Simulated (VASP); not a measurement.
A run of VASP 6.6.1:

File INCAR:

```
PREC = Accurate
ENCUT = 500
EDIFF = 1E-7
ISMEAR = 0
SIGMA = 0.2
LREAL = F
LASPH = T
NELM = 200
ALGO = Normal
ISIF = 3
LWAVE = F
LCHARG = F
GGA = PE
IBRION = 2
NSW = 36
EDIFFG = -0.08
GGA_COMPAT = F
NELMIN = 4
LMAXMIX = 6
```

The input KPOINTS:

```
Automatic mesh
0
Gamma
  5 5 3
```

POSCAR

```
NdHf
1.0
    3.9214599700      0.0000000000      0.0000000000
    0.0000000000      3.9214599700      0.0000000000
    0.0000000000      0.0000000000      7.6799630800
Nd Hf
2 2
Direct
    0.0000000000      0.0000000000      0.7974492400
    0.0000000000      0.0000000000      0.2025507600
    0.0000000000      0.0000000000      0.5000000000
    0.5000000000      0.5000000000      0.0000000000
```

Potentials or basis: VASP PAW PBE potentials, release 64 (Nd_3, Hf_pv), 4f in core.

Launch:

```bash
$ cat potpaw_PBE.64/Nd_3/POTCAR potpaw_PBE.64/Hf_pv/POTCAR > POTCAR
$ mpirun -np 1 vasp_std > vasp.out
```

Hardware: 1 thread of Intel(R) Xeon(R) 6975P-C (Granite Rapids), on a shared host.

Estimate the wall time of this run.

Wall time 6.8 min on 1 thread of Intel(R) Xeon(R) 6975P-C (Granite Rapids), on a shared host, peak memory 0.24 GiB. Counts: scf iterations 272, k points 12, ion steps 18.
